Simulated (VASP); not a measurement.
Wanted: the native input for a VASP 6.6.1 run.

```yaml
Task: single point
Functional: PBE
Potentials_or_basis: VASP PAW PBE potentials, release 64 (Ta_pv, C, H)
Cutoff: 520 eV
k_mesh: 2 × 2 × 2
Occupations: fermi-dirac, width 0.1 eV
Spin: no spin polarisation
Dipole_correction: no
Further_INCAR_settings: LREAL = Auto; ALGO = Normal; EDIFF = 1e-06; NBANDS = 74
```

The structure of Ta8HC8 (a cell with a defect) lies in POSCAR:

```
Ta8HC8
1.0
    0.0000000000      4.4540000000      4.4540000000
    4.4540000000      0.0000000000      4.4540000000
    4.4540000000      4.4540000000      0.0000000000
Ta C H
8 8 1
Direct
    0.0007953059      0.0008789522      0.0009587262
    0.0007367317      0.0008197319      0.4977089349
    0.0007607034      0.4975570804      0.0009236518
    0.0059325520      0.4980142093      0.4980217998
    0.4973724092      0.0008778665      0.0009576404
    0.4979135189      0.0062694573      0.4979024642
    0.4978358603      0.4978175504      0.0065096693
    0.4980342810      0.4980180947      0.4980257233
    0.2501809663      0.2503759161      0.2505291016
    0.2502329530      0.2504264311      0.7491134516
    0.2502138116      0.7490177004      0.2505604806
    0.2405375228      0.7531609794      0.7532636793
    0.7489166298      0.2503769863      0.2505301532
    0.7530104531      0.2407493602      0.7532331174
    0.7529857673      0.7531058207      0.2409260285
    0.7530421062      0.7531618819      0.7532645831
    0.6241810277      0.6254310812      0.6262486947
```

The input as run:

INCAR

```
SYSTEM = Ta8HC8
PREC = Accurate
ENCUT = 520
EDIFF = 1E-6
ISMEAR = -1
SIGMA = 0.1
LREAL = Auto
LASPH = .TRUE.
NELM = 60
ALGO = Normal
ISIF = 2
LWAVE = .FALSE.
LCHARG = .TRUE.
GGA = PE
LELF = .TRUE.
LVHAR = .TRUE.
NBANDS = 74
```

KPOINTS

```
Automatic mesh
0
G
  2 2 2
  0 0 0
```

Potentials or basis: VASP PAW PBE potentials, release 64 (Ta_pv, C, H).

Launch:

```console
$ cat potpaw_PBE.64/Ta_pv/POTCAR potpaw_PBE.64/C/POTCAR potpaw_PBE.64/H/POTCAR > POTCAR
$ mpirun -np 1 vasp_std > vasp.out
```

Results of the run:

The pressure is 10.6 GPa and the largest force is 0.058 eV/Å. The band gap on the k mesh is zero (an odd number of electrons rules out a gap without spin polarisation).

Caveat: the k points lie up to 0.61 Å⁻¹ apart, too coarse for converged energies and pressures of a metal; spin-orbit coupling is left out, which moves the levels of the heavy elements.

Run time: 2.4 min on 1 thread of Intel(R) Xeon(R) 6975P-C (Granite Rapids) (shared host), peak memory 0.36 GiB.
